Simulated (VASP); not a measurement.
Wanted: the native input for a VASP 6.6.1 run.

```
Task                   : single point
Functional             : LDA
Potentials or basis    : VASP PAW LDA potentials, release 64 (Na_pv, F)
Cutoff                 : 520 eV
k mesh                 : 6 × 6 × 6
Occupations            : gaussian, width 0.1 eV
Spin                   : no spin polarisation
Dipole correction      : no
Further INCAR settings : ALGO = Normal; EDIFF = 1e-06; NBANDS = 14
```

The structure of NaF (Villiaumite) lies in POSCAR:

```
NaF
1.0
    0.0000000000      2.3200000000      2.3200000000
    2.3200000000      0.0000000000      2.3200000000
    2.3200000000      2.3200000000      0.0000000000
Na F
1 1
Direct
    0.0000000000      0.0000000000      0.0000000000
    0.5000000000      0.5000000000      0.5000000000
```

The input as run:

INCAR

```
SYSTEM = NaF
  PREC = Accurate
  ENCUT = 520
  EDIFF = 1E-6
  ISMEAR = 0
  SIGMA = 0.1
  LREAL = .False.
  LASPH = .True.
  NELM = 80
  ALGO = Normal
  ISIF = 2
  LWAVE = .False.
  LCHARG = .False.
  GGA = CA
  NBANDS = 14
```

KPOINTS

```
Automatic mesh
0
Gamma
  6 6 6
  0 0 0
```

Potentials or basis: VASP PAW LDA potentials, release 64 (Na_pv, F).

The run is started by

```console
$ cat potpaw_LDA.64/Na_pv/POTCAR potpaw_LDA.64/F/POTCAR > POTCAR
$ mpirun -np 1 vasp_std > vasp.out
```

Results of the run:

```json
{
 "Pressure": "-4.6 GPa",
 "Band gap on the k mesh": "5.93 eV, direct"
}
```

Wall time 1.8 s on 1 thread of Intel(R) Xeon(R) 6975P-C (Granite Rapids), with other jobs on the host, peak memory 0.12 GiB.
